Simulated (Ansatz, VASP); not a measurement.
# ZrS2 in VASP and in Ansatz

```
CELL_PARAMETERS angstrom
3.62739 0.00000 0.00000
0.00000 8.60566 0.00000
0.00000 0.00000 26.42415
ATOMIC_POSITIONS crystal
S 0.00000 0.54418 0.28487
S 0.00000 0.93794 0.29874
S 0.50000 0.25791 0.36421
S 0.50000 0.66713 0.39526
S 0.00000 0.99487 0.44645
S 0.00000 0.40371 0.47096
S 0.50000 0.73073 0.52904
S 0.50000 0.13957 0.55355
S 0.00000 0.46731 0.60474
S 0.00000 0.87654 0.63579
S 0.50000 0.19650 0.70126
S 0.50000 0.59026 0.71513
Zr 0.50000 0.75095 0.30731
Zr 0.00000 0.45876 0.37544
Zr 0.50000 0.19995 0.45965
Zr 0.00000 0.93449 0.54035
Zr 0.50000 0.67569 0.62456
Zr 0.00000 0.38349 0.69269
```

Alike in both runs: functional PBEsol; k mesh 7 × 3 × 1; occupations gaussian, width 0.05 eV; no spin polarisation.

Ansatz relaxed the structure, and its values are those at the end. VASP's run is a single point on that final structure, the one shown.

|  | VASP | Ansatz |
| --- | --- | --- |
| version | VASP 6.6.1 | Ansatz 0.2.0 |
| potentials or method | VASP PAW PBE potentials, release 64 (S, Zr_sv), cutoff 400 eV | scalar-relativistic, plane waves, PAW |
| valence electrons in the cell | 144 | 144 |

|  | VASP | Ansatz | Ansatz less VASP |
| --- | --- | --- | --- |
| gap on the k mesh at the Fermi level (eV) | 1.10 | 1.10 | -0.001 |
| least direct gap on the mesh (eV) | 1.10 | 1.10 | -0.003 |
| rms of the force components (eV/Å) | 0.015 | 0.008 | -0.0070 |

VASP's potentials were made for PBE, not for PBEsol. Ansatz's warnings: xc potential rough in thin density.
